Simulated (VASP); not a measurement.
Set up this calculation in VASP 6.6.1, as the native input.

```
Task                   : single point
Functional             : PBEsol
Potentials or basis    : VASP PAW PBE potentials, release 64 (Ge_d, Sn_d)
Cutoff                 : 520 eV
k mesh                 : 6 × 6 × 6
Occupations            : gaussian, width 0.1 eV
Spin                   : no spin polarisation
Dipole correction      : no
Further INCAR settings : LREAL = Auto; ALGO = Normal; EDIFF = 1e-07; NBANDS = 126
```

The structure of SnGe15 lies in POSCAR:

```
SnGe15
1.0
    0.0000000000      5.7348882157      5.7348882157
    5.7348882157      0.0000000000      5.7348882157
    5.7348882157      5.7348882157      0.0000000000
Ge Sn
15 1
Direct
    0.0001726762      0.0001726762      0.0001726762
    0.0001726762      0.0001726762      0.4994819715
    0.0001726762      0.4994819715      0.0001726762
    0.0134125854      0.4955291382      0.4955291382
    0.4994819715      0.0001726762      0.0001726762
    0.4955291382      0.0134125854      0.4955291382
    0.4955291382      0.4955291382      0.0134125854
    0.4955291382      0.4955291382      0.4955291382
    0.1250000000      0.1250000000      0.1250000000
    0.1252253080      0.1252253080      0.6247746920
    0.1252253080      0.6247746920      0.1252253080
    0.1252253080      0.6247746920      0.6247746920
    0.6247746920      0.1252253080      0.1252253080
    0.6247746920      0.1252253080      0.6247746920
    0.6247746920      0.6247746920      0.1252253080
    0.6250000000      0.6250000000      0.6250000000
```

These files were run (other wordings do the same):

INCAR

```
SYSTEM = SnGe15
PREC = Accurate
ENCUT = 520
EDIFF = 1E-7
ISMEAR = 0
SIGMA = 0.1
LREAL = Auto
LASPH = .TRUE.
NELM = 100
ALGO = Normal
ISIF = 2
LWAVE = .FALSE.
LCHARG = .FALSE.
GGA = PS
NBANDS = 126
```

KPOINTS

```
regular mesh
0
G
  6 6 6
  0 0 0
```

Potentials or basis: VASP PAW PBE potentials, release 64 (Ge_d, Sn_d).

Launch:

```console
$ cat potpaw_PBE.64/Ge_d/POTCAR potpaw_PBE.64/Sn_d/POTCAR > POTCAR
$ mpirun -np 1 vasp_std > vasp.out
```

Results of the run:

```yaml
Pressure: -0.1 GPa
Band_gap_on_the_k_mesh: zero (filled and empty bands touch)
```

Caveat: semilocal functionals underestimate gaps, and a narrow one can read as zero; the PAW data sets were made with another functional, which shifts forces and pressure a little; spin-orbit coupling is left out, which moves the levels of the heavy elements.

Wall time 66 min on 1 thread of Intel Xeon 8259CL, on a shared host, peak memory 0.78 GiB.
